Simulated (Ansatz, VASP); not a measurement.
# Tl: VASP beside Ansatz

INCAR

```
SYSTEM = Tl
ALGO     = Normal         ! electronic algorithm
EDIFF    = 1E-6           ! SCF threshold, eV
ENCUT    = 500            ! plane-wave cutoff, eV
GGA      = PS             ! functional
GGA_COMPAT= .FALSE.      
ISIF     = 2              ! what is computed and relaxed
ISMEAR   = 0              ! smearing method
LASPH    = .TRUE.         ! aspherical terms in the spheres
LCHARG   = .FALSE.        ! write CHGCAR
LREAL    = .FALSE.        ! projectors in reciprocal space
LWAVE    = .FALSE.        ! write WAVECAR
NBANDS   = 12             ! bands
NELM     = 120            ! most SCF steps
PREC     = Accurate       ! precision mode
SIGMA    = 0.1            ! smearing width, eV
```

KPOINTS

```
k-points
0
G
  6 6 6
  0 0 0
```

File POSCAR:

```
Tl
1.0
   -1.9410000000      1.9410000000      1.9410000000
    1.9410000000     -1.9410000000      1.9410000000
    1.9410000000      1.9410000000     -1.9410000000
Tl
1
Direct
    0.0000000000      0.0000000000      0.0000000000
```

Input for Ansatz:

```yaml
crystal:
  lattice:
    - [-1.941, 1.941, 1.941]
    - [1.941, -1.941, 1.941]
    - [1.941, 1.941, -1.941]
  atoms:
    - { symbol: Tl, position: [0.0, 0.0, 0.0] }
basis:
  ecutwfc: 420
kpoints:
  mp_grid: { grid: [6, 6, 6] }
hamiltonian:
  xc: pbesol
scf:
  occupations: { method: gaussian, width: 0.1 }
output:
  forces: true
  stress: true
  eigenvalues: true
```

Alike in both runs: task single point; functional PBEsol; k mesh 6 × 6 × 6; occupations gaussian, width 0.1 eV; no spin polarisation.

|  | VASP | Ansatz |
| --- | --- | --- |
| version | VASP 6.6.1 | Ansatz 0.2.0 |
| potentials or method | VASP PAW PBE potentials, release 64 (Tl_d), cutoff 500 eV | scalar-relativistic, plane waves, PAW |
| valence electrons in the cell | 13 | 13 |

```csv
,VASP,Ansatz,Ansatz less VASP
gap on the k mesh at the Fermi level (eV),none,none,-
pressure (GPa),-0.7,-0.7,+0.06
```

VASP's potentials were made for PBE, not for PBEsol. A gap of «none» marks a metal or a gap that the smearing closes.

The k mesh is coarse, so the values compare programs but aren't converged. Neither program's run includes spin-orbit coupling.
